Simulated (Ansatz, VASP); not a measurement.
# AsO: VASP beside Ansatz

```
As O
1.0
     0.00000    2.54385    2.54385
     2.54385    0.00000    2.54385
     2.54385    2.54385    0.00000
As O
1 1
Direct
  0.00000 0.00000 0.00000
  0.75000 0.75000 0.75000
```

Change from the starting cell: species swapped into the AgO type (F-43m, No. 216).

Alike in both runs: functional PBE; k mesh 6 × 6 × 6; occupations gaussian, width 0.1 eV; no spin polarisation.

Ansatz relaxed the structure, and its values are those at the end. VASP's run is a single point on that final structure, the one shown.

|  | VASP | Ansatz |
| --- | --- | --- |
| version | VASP 6.6.1 | Ansatz 0.2.0 |
| potentials or method | VASP PAW PBE potentials, release 64 (As, O), cutoff 520 eV | scalar-relativistic, plane waves, PAW |
| valence electrons in the cell | 11 | 21 |

|  | VASP | Ansatz | Ansatz less VASP |
| --- | --- | --- | --- |
| gap on the k mesh at the Fermi level (eV) | none | none | - |
| pressure (GPa) | 0.3 | 0.3 | +0.06 |

A gap of «none» marks a metal or a gap that the smearing closes. The functional is the same, so the differences come from potentials, cutoffs and numerics. VASP's potentials hold 11 valence electrons a cell and Ansatz's 21, so a difference there can come from the potentials and not from the codes.
